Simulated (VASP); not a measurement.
# Si3N4 (Fd-3m) in VASP: relaxation of cell and atoms with r2SCAN

Aim: the relaxation of cell and atoms of Si3N4 with r2SCAN.

All numbers are computed with VASP 6.6.1; they aren't measurements. Logs are shortened: lines on timing, memory, paths and dates and some standing lists are left out, and cuts for length are marked.

### 1 The cell of the first run

It takes space group Fd-3m (No. 227, cubic). Conventional cell: a = 7.992 Å, b = 7.992 Å, c = 7.992 Å, α = 90.00°, β = 90.00°, γ = 90.00°. Si (site symmetry -3m) has 6 N at 1.93 Å within 2.6 Å. Within 2.4 Å of Si (site symmetry -43m) lie 4 N at 1.84 Å. Within 2.4 Å of N (site symmetry 3m) lie 4 Si at 1.84 to 1.93 Å.

### 2 Relaxation of cell and atoms, r2SCAN

Input file POSCAR:

```
Si3N4
1.0
    0.0000000000      3.9958480000      3.9958480000
    3.9958480000      0.0000000000      3.9958480000
    3.9958480000      3.9958480000      0.0000000000
Si N
6 8
Direct
    0.6250000000      0.6250000000      0.6250000000
    0.1250000000      0.6250000000      0.6250000000
    0.6250000000      0.6250000000      0.1250000000
    0.6250000000      0.1250000000      0.6250000000
    0.0000000000      0.0000000000      0.0000000000
    0.2500000000      0.2500000000      0.2500000000
    0.3832000000      0.3832000000      0.3832000000
    0.3996000000      0.8668000000      0.8668000000
    0.3832000000      0.3832000000      0.8504000000
    0.8668000000      0.3996000000      0.8668000000
    0.8504000000      0.3832000000      0.3832000000
    0.8668000000      0.8668000000      0.8668000000
    0.3832000000      0.8504000000      0.3832000000
    0.8668000000      0.8668000000      0.3996000000
```

Input file INCAR.step1:

```
PREC = Accurate ; ENCUT = 600
ISMEAR = 1 ; SIGMA = 0.2814
LREAL = F ; LASPH = T
NELM = 100 ; GGA = PE
ALGO = Normal ; EDIFF = 1E-4
LWAVE = T ; LCHARG = F
```

Input file INCAR.step2:

```
PREC = Accurate ; ENCUT = 600
EDIFF = 1E-6 ; ISMEAR = 1
SIGMA = 0.2814 ; LREAL = F
LASPH = T ; NELM = 100
ALGO = Normal ; ISIF = 3
LWAVE = F ; LCHARG = F
METAGGA = R2SCAN ; LMIXTAU = T
IBRION = 2 ; NSW = 100
EDIFFG = -0.03 ; ISTART = 1
```

Input file KPOINTS:

```
regular mesh
0
Gamma
  6 6 6
```

Potentials or basis: VASP PAW PBE potentials, release 64 (Si, N).

The run is started by

```sh
cat potpaw_PBE.64/Si/POTCAR potpaw_PBE.64/N/POTCAR > POTCAR
cp INCAR.step1 INCAR
mpirun -np 1 vasp_std > vasp.out
cp INCAR.step2 INCAR
mpirun -np 1 vasp_std > vasp.out
```

OUTCAR:

```text
PREC = Accurate
   ENCUT = 600
   EDIFF = 1E-6
   ISMEAR = 1
   LREAL = F
   LASPH = T
   NELM = 100
   ISIF = 3
   METAGGA = R2SCAN
   IBRION = 2
   NSW = 100
   EDIFFG = -0.03
   ISTART = 1

 ion  position               nearest neighbor table
   1  0.625  0.625  0.625-   8 1.93  10 1.93  11 1.93  13 1.93   9 1.93  14 1.93   2 2.83   3 2.83
                             4 2.83   3 2.83   4 2.83   2 2.83
   2  0.125  0.625  0.625-   7 1.93  12 1.93  10 1.93   9 1.93  13 1.93  14 1.93   1 2.83   3 2.83
                             4 2.83   1 2.83   3 2.83   4 2.83
   3  0.625  0.625  0.125-   7 1.93  12 1.93  10 1.93  11 1.93   8 1.93  13 1.93   1 2.83   1 2.83
                             2 2.83   4 2.83   4 2.83   2 2.83
   4  0.625  0.125  0.625-   7 1.93  12 1.93   9 1.93  11 1.93   8 1.93  14 1.93   1 2.83   3 2.83
                             1 2.83   2 2.83   3 2.83   2 2.83
   5  0.000  0.000  0.000-   8 1.84  10 1.84  14 1.84  12 1.84
   6  0.250  0.250  0.250-   9 1.84  11 1.84  13 1.84   7 1.84
   7  0.383  0.383  0.383-   6 1.84   3 1.93   4 1.93   2 1.93
   8  0.400  0.867  0.867-   5 1.84   1 1.93   4 1.93   3 1.93
   9  0.383  0.383  0.850-   6 1.84   1 1.93   4 1.93   2 1.93
  10  0.867  0.400  0.867-   5 1.84   1 1.93   3 1.93   2 1.93
  11  0.850  0.383  0.383-   6 1.84   1 1.93   4 1.93   3 1.93
  12  0.867  0.867  0.867-   5 1.84   3 1.93   4 1.93   2 1.93
  13  0.383  0.850  0.383-   6 1.84   1 1.93   3 1.93   2 1.93
  14  0.867  0.867  0.400-   5 1.84   1 1.93   4 1.93   2 1.93

  LATTYP: Found a face centered cubic cell.
 ALAT       =     7.9916960000

  Lattice vectors:

 A1 = (   0.0000000000,   3.9958480000,   3.9958480000)
 A2 = (   3.9958480000,   0.0000000000,   3.9958480000)
 A3 = (   3.9958480000,   3.9958480000,   0.0000000000)

Analysis of symmetry for initial positions (statically):
=====================================================================
 Subroutine PRICEL returns:
 Original cell was already a primitive cell.

 Routine SETGRP: Setting up the symmetry group for a
 face centered cubic supercell.

 Subroutine GETGRP returns: Found 48 space group operations
 (whereof 24 operations were pure point group operations)
 out of a pool of 48 trial point group operations.

The static configuration has the point symmetry T_d .
 The point group associated with its full space group is O_h .

Analysis of symmetry for dynamics (positions and initial velocities):
=====================================================================
 Subroutine PRICEL returns:
 Original cell was already a primitive cell.

 Routine SETGRP: Setting up the symmetry group for a
 face centered cubic supercell.

 Subroutine GETGRP returns: Found 48 space group operations
 (whereof 24 operations were pure point group operations)
 out of a pool of 48 trial point group operations.

The dynamic configuration has the point symmetry T_d .
 The point group associated with its full space group is O_h .

 Subroutine INISYM returns: Found 48 space group operations
 (whereof 24 operations are pure point group operations),
 and found     1 'primitive' translations

----------------------------------------------------------------------------------------

                                     Primitive cell

  volume of cell :     127.6018

  direct lattice vectors                    reciprocal lattice vectors
     0.000000000  3.995848000  3.995848000    -0.125129885  0.125129885  0.125129885
     3.995848000  0.000000000  3.995848000     0.125129885 -0.125129885  0.125129885
     3.995848000  3.995848000  0.000000000     0.125129885  0.125129885 -0.125129885

  length of vectors
     5.650982435  5.650982435  5.650982435     0.216731318  0.216731318  0.216731318

  position of ions in fractional coordinates (direct lattice)
     0.625000000  0.625000000  0.625000000
     0.125000000  0.625000000  0.625000000
     0.625000000  0.625000000  0.125000000
     0.625000000  0.125000000  0.625000000
     0.000000000  0.000000000  0.000000000
     0.250000000  0.250000000  0.250000000
     0.383200000  0.383200000  0.383200000
     0.399600000  0.866800000  0.866800000
     0.383200000  0.383200000  0.850400000
     0.866800000  0.399600000  0.866800000
     0.850400000  0.383200000  0.383200000
     0.866800000  0.866800000  0.866800000
     0.383200000  0.850400000  0.383200000
     0.866800000  0.866800000  0.399600000

  ion indices of the primitive-cell ions
[... 33 lines left out ...]

  Shift w.r.t. Gamma in fractional coordinates (k-lattice)
     0.000000000  0.000000000  0.000000000

 Subroutine IBZKPT returns following result:
 ===========================================

 Found     16 irreducible k-points:

 Following reciprocal coordinates:
            Coordinates               Weight
  0.000000  0.000000  0.000000      1.000000
  0.166667  0.000000  0.000000      8.000000
  0.333333  0.000000  0.000000      8.000000
  0.500000  0.000000  0.000000      4.000000
  0.166667  0.166667  0.000000      6.000000
  0.333333  0.166667  0.000000     24.000000
[... 8 lines left out ...]
 -0.333333  0.333333  0.166667     24.000000
 -0.333333  0.500000  0.166667     12.000000
   k-points           NKPTS =     16   k-points in BZ     NKDIM =     16   number of bands    NBANDS=     40
   number of dos      NEDOS =    301   number of ions     NIONS =     14
   total plane-waves  NPLWV = 110592
   dimension x,y,z NGX =    48 NGY =   48 NGZ =   48
   dimension x,y,z NGXF=    96 NGYF=   96 NGZF=   96
   ions per type =               6   8
   NGX,Y,Z   is equivalent  to a cutoff of  14.12, 14.12, 14.12 a.u.
   NGXF,Y,Z  is equivalent  to a cutoff of  28.24, 28.24, 28.24 a.u.
 SYSTEM =  unknown system
   PREC   = accura    normal or accurate (medium, high low for compatibility)
   ISTART =      1    job   : 0-new  1-cont  2-samecut
   ICHARG =      0    charge: 1-file 2-atom 10-const
   ISPIN  =      1    spin polarized calculation?
   LNONCOLLINEAR =      F non collinear calculations
   LSORBIT =      F    spin-orbit coupling
   LASPH  =      T    aspherical Exc in radial PAW
   ENCUT  =  600.0 eV  44.10 Ry    6.64 a.u.  11.29 11.29 11.29*2*pi/ulx,y,z
   NELM   =    100;   NELMIN=  2; NELMDL=  0     # of ELM steps
   EDIFF  = 0.1E-05   stopping-criterion for ELM
   LREAL  =      F    real-space projection
   EDIFFG = -.3E-01   stopping-criterion for IOM
   NSW    =    100    number of steps for IOM
   IBRION =      2    ionic relax: 0-MD 1-quasi-New 2-CG
   NFREE  =      1    steps in history (QN), initial steepest desc. (CG)
   ISIF   =      3    stress and relaxation
   ISYM   =      2    0-nonsym 1-usesym 2-fastsym
   POTIM  = 0.5000    time-step for ionic-motion
   TEBEG  =    0.0;   TEEND  =   0.0 temperature during run
   PSTRESS=    0.0 pullay stress
   NELECT =      64.0000    total number of electrons
   NUPDOWN=      -1.0000    fix difference up-down
   EMIN   =  10.00;   EMAX   =-10.00  energy-range for DOS
   EFERMI =   0.00;   METHOD = LEGACY
   ISMEAR =     1;   SIGMA  =   0.28  broadening in eV -4-tet -1-fermi 0-gaus
   EFERMI_NEDOS =   21; number of points for ismear=-14 and -15
   IALGO  =     38    algorithm
   IMIX   =      4    mixing-type and parameters
     AMIX     =   0.40;   BMIX     =  1.00
     AMIX_MAG =   1.60;   BMIX_MAG =  1.00
  volume/ion in A,a.u.               =       9.11        61.51
  Fermi-wavevector in a.u.,A,eV,Ry     =   1.300716  2.457997 23.019187  1.691862
  Thomas-Fermi vector in A             =   2.431897
   LORBIT       =      0    0 simple, 1 ext, 2 COOP (PROOUT), +10 PAW based schemes
   METAGGA = R2SCAN    functional components
   LHFCALC =     F    Hartree Fock is set to
   AEXX    =    0.0000 exact exchange contribution
   IVDW    =     0    specifies the selected vdW correction
   LEPSILON=     F    determine dielectric tensor
   LRPA    =     F    only Hartree local field effects (RPA)
 conjugate gradient relaxation of ions
 non-spin polarized calculation
 Methfessel and Paxton  Order N= 1 SIGMA  =   0.28
  energy-cutoff  :      600.00
  volume of cell :      127.60
 maximum number of plane-waves:      4314
 NGX is ok and might be reduce to    48
   NGX = 23   NGY = 23   NGZ = 23

--------------------------------------- Ionic step        1  -------------------------------------------

 number of electron      64.0000000 magnetization

 Free energy of the ion-electron system (eV)
  ---------------------------------------------------
  ext. energy  EPLUGINS =         0.00000000
  ---------------------------------------------------
  free energy    TOTEN  =      -140.77098027 eV

  energy without entropy =     -140.80220605  energy(sigma->0) =     -140.78138887

------------------------ aborting loop because EDIFF is reached ----------------------------------------

  FORCE on cell =-STRESS in cart. coord.  units (eV):
  Direction    XX          YY          ZZ          XY          YZ          ZX
  --------------------------------------------------------------------------------------
  -------------------------------------------------------------------------------------
  Total      -20.5599094    -20.5599094    -20.5599094     -0.0000000      0.0000000      0.0000000
  in kB     -258.1516492   -258.1516492   -258.1516492     -0.0000000      0.0000000      0.0000000
  external PRESSURE =    -258.1516492 kB  Pullay stress =       0.0000000 kB
[... 35 lines left out ...]
--------------------------------------- Ionic step        2  -------------------------------------------

 number of electron      63.9999997 magnetization

 E-fermi :  11.0058     XC(G=0): -13.5573

 val. band max:       10.8852886989   @ k =   0.0000   0.0000   0.0000
 cond. band min:      15.4477312161   @ k =   0.0000   0.0000   0.0000
 fundamental gap:      4.5624425172
 Fermi energy:        11.0058124025

 k-point     1 :       0.0000    0.0000    0.0000
  band No.  band energies     occupation
      1     -10.3295      2.00000
      2      -6.4831      2.00000
      3      -5.4023      2.00000
      4      -5.4023      2.00000
      5      -5.4023      2.00000
      6      -4.1888      2.00000
[... 766 lines left out ...]
  FREE ENERGIE OF THE ION-ELECTRON SYSTEM (eV)
  ---------------------------------------------------
  free  energy   TOTEN  =      -141.8150983143 eV

  energy  without entropy=     -141.8379022844  energy(sigma->0) =     -141.82269964

[... ionic steps 4 to 7 ...]

--------------------------------------- Ionic step        8  -------------------------------------------

 number of electron      64.0000000 magnetization

------------------------ aborting loop because EDIFF is reached ----------------------------------------
[... 91 lines left out ...]
--------------------------------------- Ionic step       10  -------------------------------------------

 number of electron      64.0000000 magnetization

 Free energy of the ion-electron system (eV)
  ---------------------------------------------------
  ext. energy  EPLUGINS =         0.00000000
  ---------------------------------------------------
  free energy    TOTEN  =      -141.83280417 eV

  energy without entropy =     -141.85555475  energy(sigma->0) =     -141.84038769

 E-fermi :   9.2695     XC(G=0): -12.9445

 val. band max:        9.1676315786   @ k =  -0.1667   0.1667   0.0000
 cond. band min:      13.1922214492   @ k =   0.0000   0.0000   0.0000
 fundamental gap:      4.0245898707
 Fermi energy:         9.2695221779

 k-point     1 :       0.0000    0.0000    0.0000
  band No.  band energies     occupation
      1     -10.7017      2.00000
      2      -7.3296      2.00000
      3      -6.4032      2.00000
      4      -6.4032      2.00000
      5      -6.4032      2.00000
      6      -5.3878      2.00000
[... 718 lines left out ...]
  FREE ENERGIE OF THE ION-ELECTRON SYSTEM (eV)
  ---------------------------------------------------
  free  energy   TOTEN  =      -141.8328041695 eV

  energy  without entropy=     -141.8555547455  energy(sigma->0) =     -141.84038769

 reached required accuracy - stopping structural energy minimisation
```

Wall time 30 min (1 thread of Intel Xeon 6975P-C (Granite Rapids), shared host); peak memory 0.41 GiB.

Results:

- Free energy: -141.8328 eV
- Relaxed volume: 8.25 Å³/atom
- Relaxed cell: a = 5.467 Å, b = 5.467 Å, c = 5.467 Å, α = 60.00°, β = 60.00°, γ = 60.00°
- Space group after relaxing (to 0.1 Å): Fd-3m (No. 227)
- Energy gained by relaxing: 75.8 meV/atom
- Ionic steps: 10
- Pressure after relaxing: 0.0 GPa
- Largest force after relaxing: 0.008 eV/Å
- Band gap on the k mesh: 4.02 eV (least direct gap 4.05 eV)

Forces on the atoms (eV/Å):
```
Si   0.000  0.000  0.000
Si   0.000  0.000  0.000
Si   0.000  0.000  0.000
Si   0.000  0.000  0.000
Si   0.000  0.000  0.000
Si   0.000  0.000  0.000
N    0.004  0.004  0.004
N   -0.004  0.004  0.004
N   -0.004 -0.004  0.004
N    0.004 -0.004  0.004
N    0.004 -0.004 -0.004
N   -0.004 -0.004 -0.004
N   -0.004  0.004 -0.004
N    0.004  0.004 -0.004
```

Step by step:
```csv
step,energy change (eV),largest force (eV/Å),pressure (GPa),volume (Å³)
1,0.0000,0.0737,-25.82,127.60
2,0.8545,0.9748,50.76,102.36
3,-1.0441,0.4395,-0.86,116.02
4,-1.0451,0.4496,-0.05,115.73
5,-1.0448,0.4576,0.60,115.50
6,-1.0391,0.5172,0.78,115.15
7,-1.0614,0.0116,0.62,115.34
8,-1.0614,0.0005,0.63,115.33
9,-1.0615,0.0147,-0.59,115.76
10,-1.0618,0.0077,-0.02,115.56
```

Final structure:
```yaml
crystal:
  lattice:
    - [0.00000, 3.86600, 3.86600]
    - [3.86600, 0.00000, 3.86600]
    - [3.86600, 3.86600, 0.00000]
  atoms:
    - { symbol: Si, position: [0.62500, 0.62500, 0.62500] }
    - { symbol: Si, position: [0.12500, 0.62500, 0.62500] }
    - { symbol: Si, position: [0.62500, 0.62500, 0.12500] }
    - { symbol: Si, position: [0.62500, 0.12500, 0.62500] }
    - { symbol: Si, position: [0.00000, 0.00000, 0.00000] }
    - { symbol: Si, position: [0.25000, 0.25000, 0.25000] }
    - { symbol: N, position: [0.38239, 0.38239, 0.38239] }
    - { symbol: N, position: [0.39717, 0.86761, 0.86761] }
    - { symbol: N, position: [0.38239, 0.38239, 0.85283] }
    - { symbol: N, position: [0.86761, 0.39717, 0.86761] }
    - { symbol: N, position: [0.85283, 0.38239, 0.38239] }
    - { symbol: N, position: [0.86761, 0.86761, 0.86761] }
    - { symbol: N, position: [0.38239, 0.85283, 0.38239] }
    - { symbol: N, position: [0.86761, 0.86761, 0.39717] }
```

Levels at points of the mesh, in eV from the valence-band top:
```csv
k point,band 28,band 29,band 30,band 31,band 32,band 33,band 34,band 35,band 36,band 37
"(0.00, 0.00, 0.00)",-0.20,-0.20,-0.02,-0.02,-0.02,4.02,4.02,4.02,5.75,7.00
"(0.50, 0.00, 0.00)",-0.89,-0.49,-0.49,-0.38,-0.38,5.67,6.48,6.48,7.15,7.65
"(0.50, 0.50, 0.00)",-1.75,-1.16,-1.16,-0.49,-0.49,7.43,7.43,7.74,7.74,8.71
```

Caveat: the PAW data sets were made with another functional, which shifts forces and pressure a little.
